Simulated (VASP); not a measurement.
Here is a VASP 6.6.1 calculation.

INCAR

```
PREC = Accurate ; ENCUT = 520
EDIFF = 1E-6 ; ISMEAR = 0
SIGMA = 0.05 ; LREAL = F
LASPH = T ; NELM = 80
ALGO = Normal ; ISIF = 2
LWAVE = F ; LCHARG = F
GGA = PS ; NBANDS = 31
```

Contents of KPOINTS:

```
regular mesh
0
Gamma
  6 6 6
```

The input POSCAR:

```
Al3GaN4
1.0
    4.4014385300      0.0000000000      0.0000000000
    0.0000000000      4.4014385300      0.0000000000
    0.0000000000      0.0000000000      4.4014385300
Al Ga N
3 1 4
Direct
    0.4896733031      0.4896733031     -0.0108204030
    0.5000000000      0.0000000000      0.5000000000
    0.0000000000      0.5000000000      0.5000000000
    0.0000000000      0.0000000000      0.0000000000
    0.7441634300      0.7441634300      0.2558365700
    0.7441634300      0.2558365700      0.7441634300
    0.2558365700      0.7441634300      0.7441634300
    0.2558365700      0.2558365700      0.2558365700
```

Potentials or basis: VASP PAW PBE potentials, release 64 (Al, Ga_d, N).

Run with:

```console
$ cat potpaw_PBE.64/Al/POTCAR potpaw_PBE.64/Ga_d/POTCAR potpaw_PBE.64/N/POTCAR > POTCAR
$ mpirun -np 1 vasp_std > vasp.out
```

Question: Predict the band gap on the k mesh.

Answer: 2.99 eV, direct.

Question: Predict the largest force.

Answer: 1.476 eV/Å.

Question: Predict the pressure.

Answer: 0.9 GPa.

Stress tensor (GPa, compression positive):
```
 0.92 -0.76 -0.59
-0.76  0.92 -0.59
-0.59 -0.59  0.92
```

Caveat: the cell differs from its parent crystal (atom 1 (Al) moved -0.080 Å towards its neighbour atom 5 (N) at 1.892 Å); the PAW data sets were made with another functional, which shifts forces and pressure a little. A k mesh can miss the band edges.
